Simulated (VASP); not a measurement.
SrO, 2 atoms in the cell. The structure is cubic, space group Fm-3m (No. 225). Conventional cell: a = 5.133 Å, b = 5.133 Å, c = 5.133 Å, α = 90.00°, β = 90.00°, γ = 90.00°. Sr (site symmetry m-3m) has 6 O at 2.57 Å within 3.4 Å. Within 3.4 Å of O (site symmetry m-3m) lie 6 Sr at 2.57 Å. 

- Program: VASP 6.6.1
- Task: single point
- Functional: PBE
- Potentials or basis: VASP PAW PBE potentials, release 64 (Sr_sv, O)
- Cutoff: 600 eV
- k mesh: 4 × 4 × 4
- Occupations: fermi-dirac, width 0.03 eV
- Spin: no spin polarisation
- Dipole correction: no
- Further INCAR settings: ALGO = Normal; EDIFF = 1e-06; NBANDS = 15

Potentials or basis: VASP PAW PBE potentials, release 64 (Sr_sv, O).

Launch:

```bash
$ cat potpaw_PBE.64/Sr_sv/POTCAR potpaw_PBE.64/O/POTCAR > POTCAR
$ mpirun -np 1 vasp_std > vasp.out
```

Hardware: 1 thread of Intel Xeon 6975P-C, on a shared host.

Q: How long does it take, and how much memory?

A: It took 8.1 s on 1 thread of Intel Xeon 6975P-C, on a shared host, peak memory 0.17 GiB. Counts: scf iterations 13, k points 8.
